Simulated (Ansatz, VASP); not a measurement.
Y in VASP and in Ansatz

The input INCAR:

```
SYSTEM = Y
ALGO = Fast
EDIFF = 1E-7
ENCUT = 520
GGA = PE
ISIF = 2
ISMEAR = 0
LASPH = .True.
LCHARG = .False.
LREAL = .False.
LWAVE = .False.
NBANDS = 18
NELM = 100
PREC = Accurate
SIGMA = 0.15
```

File KPOINTS:

```
k-points
0
Gamma
  18 18 10
  0 0 0
```

Contents of POSCAR:

```
Y
1.0
    3.6514992371      0.0000000000      0.0000000000
   -1.8257496185      3.1622911012      0.0000000000
    0.0000000000      0.0000000000      5.7474000000
Y
2
Direct
    0.3333333333      0.6666666667      0.2500000000
    0.6666666667      0.3333333333      0.7500000000
```

Input for Ansatz:

```yaml
crystal:
  lattice:
    - [3.6514992371, 0.0, 0.0]
    - [-1.8257496185, 3.1622911012, 0.0]
    - [0.0, 0.0, 5.7474]
  atoms:
    - { symbol: "Y", position: [0.3333333333, 0.6666666667, 0.25] }
    - { symbol: "Y", position: [0.6666666667, 0.3333333333, 0.75] }
basis:
  ecutwfc: 420
kpoints:
  mp_grid: { grid: [18, 18, 10] }
hamiltonian:
  xc: pbe
scf:
  occupations: { method: gaussian, width: 0.15 }
output:
  forces: true
  stress: true
  eigenvalues: true
```

Alike in both runs: task single point; functional PBE; k mesh 18 × 18 × 10; occupations gaussian, width 0.15 eV; no spin polarisation.

|  | VASP | Ansatz |
| --- | --- | --- |
| version | VASP 6.6.1 | Ansatz 0.2.0 |
| potentials or method | VASP PAW PBE potentials, release 64 (Y_sv), cutoff 520 eV | scalar-relativistic, plane waves, PAW |
| valence electrons in the cell | 22 | 22 |

```csv
,VASP,Ansatz,Ansatz less VASP
gap on the k mesh at the Fermi level (eV),none,none,-
pressure (GPa),-0.5,-0.4,+0.10
"traceless stress, the component that is largest in VASP (GPa)",-0.45,-0.45,-0.003
```

A gap of «none» marks a metal or a gap that the smearing closes.
